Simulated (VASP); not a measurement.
Runs of VASP 6.6.1 on BN (BN (F-43m)). The structure is cubic, space group F-43m (No. 216). The conventional cell has a = 3.624 Å, b = 3.624 Å, c = 3.624 Å, α = 90.00°, β = 90.00°, γ = 90.00°. Within 2.1 Å of B (site symmetry -43m) lie 4 N at 1.57 Å. Within 2.1 Å of N (site symmetry -43m) lie 4 B at 1.57 Å. 

```tsv
task	level	potentials or basis	cell	cutoff (eV)	smearing	second run	grid for exact exchange (PRECFOCK)	screening parameter	gap on the mesh (eV)	pressure (GPa)
relaxation of the atoms	PBE	VASP PAW PBE potentials, release 64 (B, N)	atoms relaxed	520	gaussian 0.01 eV	-	-	-	4.87	0.8
single point	PBE	VASP PAW PBE potentials, release 64 (B_h, N_h)	as given	910	gaussian 0.01 eV	hard_potentials	-	-	4.88	(b)
single point	PBE	VASP PAW PBE potentials, release 64 (B, N)	as given	520	gaussian 0.01 eV	-	-	-	4.87	0.7
single point	HSE06	VASP PAW PBE potentials, release 64 (B_h, N_h)	as given	910	fermi-dirac 0.01 eV	hard_potentials	Normal	0.2079 1/Å	6.24	-9.2
single point	HSE06	VASP PAW PBE potentials, release 64 (B, N)	as given	520	fermi-dirac 0.01 eV	-	Normal	0.2079 1/Å	6.23	(a)
```

Alike in all rows: no spin polarisation; k mesh 4 × 4 × 4, shifted.

Question: Fill in the values left out.

Answer: (a) -8.2; (b) 0.0.

Caveats: all runs use coarse meshes; the cutoff is under 1.25 times the usual one of these potentials, so pressure, stress and relaxed cells hold a basis-set (Pulay) error (some runs); the PAW data sets were made with another functional, which shifts forces and pressure a little (some runs); the relaxation stopped at its first step, so nothing moved (some runs).

A k mesh can miss the band edges.
